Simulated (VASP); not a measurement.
Here is a VASP 6.6.1 calculation.

Contents of INCAR:

```
ALGO = Normal
EDIFF = 1E-6
ENCUT = 520
GGA = PE
ISIF = 2
ISMEAR = -1
LASPH = T
LCHARG = F
LREAL = F
LWAVE = F
NBANDS = 16
NELM = 100
PREC = Accurate
SIGMA = 0.02
```

File KPOINTS:

```
k-points
0
Gamma
  10 10 10
```

File POSCAR:

```
GaN
1.0
    0.0000000000      2.1365049212      2.3620626401
    2.1365049212      0.0000000000      2.3620626401
    2.1365049212      2.1365049212      0.0000000000
Ga N
1 1
Direct
    0.0000000000      0.0000000000      0.0000000000
    0.2500000000      0.2500000000      0.2500000000
```

Potentials or basis: VASP PAW PBE potentials, release 64 (Ga_d, N).

Command:

```console
$ cat potpaw_PBE.64/Ga_d/POTCAR potpaw_PBE.64/N/POTCAR > POTCAR
$ mpirun -np 1 vasp_std > vasp.out
```

Q: Estimate the band gap on the k mesh.

A: 1.88 eV, direct.

Q: Estimate the pressure.

A: 17.3 GPa.

Stress tensor (GPa, compression positive):
```
22.30  0.00  0.00
 0.00 22.30  0.00
 0.00  0.00  7.29
```

Caveat: the cell differs from its parent crystal (epitaxial xy strain -5.0%).
